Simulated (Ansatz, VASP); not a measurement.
# One calculation of Ag, two programs

File INCAR:

```
SYSTEM = Ag
  PREC = Accurate
  ENCUT = 500
  EDIFF = 1E-7
  ISMEAR = 0
  SIGMA = 0.1
  LREAL = .FALSE.
  LASPH = .TRUE.
  NELM = 120
  ALGO = Normal
  ISIF = 3
  LWAVE = .FALSE.
  LCHARG = .FALSE.
  GGA = PS
  IBRION = 2
  NSW = 90
  EDIFFG = -0.04
  GGA_COMPAT = .FALSE.
  NELMIN = 4
```

Contents of KPOINTS:

```
regular mesh
0
G
  8 8 8
  0 0 0
```

Contents of POSCAR:

```
Ag
1.0
   -1.4372596958      1.4372596958      2.1865809577
    1.4372596958     -1.4372596958      2.1865809577
    1.4372596958      1.4372596958     -2.1865809577
Ag
1
Direct
    0.0000000000      0.0000000000      0.0000000000
```

Input for Ansatz:

```yaml
crystal:
  lattice:
    - [-1.4372596958, 1.4372596958, 2.1865809577]
    - [1.4372596958, -1.4372596958, 2.1865809577]
    - [1.4372596958, 1.4372596958, -2.1865809577]
  atoms:
    - { symbol: Ag, position: [0.0, 0.0, 0.0] }
basis:
  ecutwfc: 420
kpoints:
  mp_grid: { grid: [8, 8, 8] }
hamiltonian:
  xc: pbesol
scf:
  occupations: { method: gaussian, width: 0.1 }
  lower_state_search: "off"
output:
  forces: true
  stress: true
  eigenvalues: true
relax:
  adjacent_minimum: "off"
  f_tol: 0.04
  max_steps: 70
  cell: { stress_tol: 0.4 }
```

Alike in both runs: task relaxation of cell and atoms; functional PBEsol; k mesh 8 × 8 × 8; occupations gaussian, width 0.1 eV; no spin polarisation.

```csv
,VASP,Ansatz
version,VASP 6.6.1,Ansatz 0.2.0
potentials or method,"VASP PAW PBE potentials, release 64 (Ag), cutoff 500 eV","scalar-relativistic, plane waves, PAW"
valence electrons in the cell,11,19
```

```csv
,VASP,Ansatz,Ansatz less VASP
"gap on the k mesh at the Fermi level, each at its own relaxed structure (eV)",none,none,-
relaxed volume (Å³/atom),16.70,16.77,+0.073
relaxed cell length with the largest relative difference (Å),2.905,2.906,+0.0008
```

VASP's potentials were made for PBE, not for PBEsol. A gap of «none» marks a metal or a gap that the smearing closes. VASP's potentials hold 11 valence electrons a cell and Ansatz's 19, so a difference there can come from the potentials and not from the codes.

The k mesh is coarse, so the values compare programs but aren't converged.
